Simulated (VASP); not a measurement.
## Ge2Sb2Te5: single point with PBE

The system is Ge2Sb2Te5.

```
CELL_PARAMETERS angstrom
6.93356 -3.06060 -0.06924
6.93356 3.06060 -0.06924
-6.99462 0.00000 6.90559
ATOMIC_POSITIONS crystal
Te 0.59940 0.59940 0.38378
Te 0.80140 0.80140 0.19671
Te 0.00527 0.00527 0.99892
Te 0.21452 0.21452 0.81067
Te 0.40527 0.40527 0.59529
Sb 0.89078 0.89078 0.57598
Sb 0.11240 0.11240 0.43174
Ge 0.27858 0.27858 0.20070
Ge 0.49239 0.49239 0.00621
```

```json
{
  "Program": "VASP 6.6.1",
  "Task": "single point",
  "Functional": "PBE",
  "Potentials or basis": "VASP PAW PBE potentials, release 64 (Te, Sb, Ge_d)",
  "Cutoff": "520 eV",
  "k mesh": "5 × 5 × 4",
  "Occupations": "fermi-dirac, width 0.05 eV",
  "Spin": "no spin polarisation",
  "Dipole correction": "no",
  "Further INCAR settings": "ALGO = Normal; EDIFF = 1e-06; NBANDS = 44"
}
```

| Property | Result |
| --- | --- |
| Pressure | 0.0 GPa |
| Largest force | 0.024 eV/Å |
| Band gap on the k mesh | 0.23 eV, indirect (least direct gap 0.32 eV) |

Forces in eV/Å, atoms in the order of the input:
```
Te  -0.010  0.000  0.005
Te   0.007  0.000 -0.003
Te  -0.012  0.000  0.001
Te  -0.015  0.000  0.006
Te   0.000  0.000  0.012
Sb   0.007  0.000  0.012
Sb   0.001  0.000 -0.024
Ge   0.014  0.000 -0.005
Ge   0.008  0.000 -0.005
```

Levels at points of the mesh, in eV from the valence-band top:
```csv
k point,band 30,band 31,band 32,band 33,band 34,band 35,band 36,band 37,band 38,band 39
"(0.00, 0.00, 0.00)",-1.38,-0.85,-0.57,-0.55,-0.42,1.07,1.40,2.26,2.43,3.29
"(0.00, 0.00, 0.50)",-1.44,-0.90,-0.77,-0.60,-0.52,0.93,1.51,1.68,2.61,2.63
```

Run time: 8.5 min on 1 thread of Intel(R) Xeon(R) Platinum 8259CL CPU @ 2.50GHz (Skylake/Cascade Lake), on a shared host, peak memory 0.79 GiB.

Caveat: spin-orbit coupling is left out, which moves the levels of the heavy elements. A k mesh can miss the band edges.
